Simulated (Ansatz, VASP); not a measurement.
## C in VASP and in Ansatz

```
C
1.0
     0.00000    1.76572    1.76572
     1.76572    0.00000    1.76572
     1.76572    1.76572    0.00000
C
2
Direct
  0.00000 0.00000 0.00000
  0.25000 0.25000 0.25000
```

Alike in both runs: functional LDA; k mesh 12 × 12 × 12; occupations gaussian, width 0.02 eV; no spin polarisation.

Ansatz relaxed the structure, and its values are those at the end. VASP's run is a single point on that final structure, the one shown.

|  | VASP | Ansatz |
| --- | --- | --- |
| version | VASP 6.6.1 | Ansatz 0.2.0 |
| potentials or method | VASP PAW LDA potentials, release 64 (C), cutoff 600 eV | scalar-relativistic, plane waves, PAW |
| valence electrons in the cell | 8 | 8 |

Ansatz gave:

| Quantity | Value |
| --- | --- |
| gap on the k mesh at the Fermi level (eV) | 4.20 |
| least direct gap on the mesh (eV) | 5.62 |
| pressure (GPa) | 0.0 |

Question: Which values does VASP return?

Answer: gap on the k mesh at the Fermi level (eV): 4.20; least direct gap on the mesh (eV): 5.63; pressure (GPa): 0.9.

Ansatz warns that its potentials were made for another functional, while VASP's fit it. LDA's correlation is that of Perdew and Zunger in VASP and of Perdew and Wang (1992) in Ansatz.
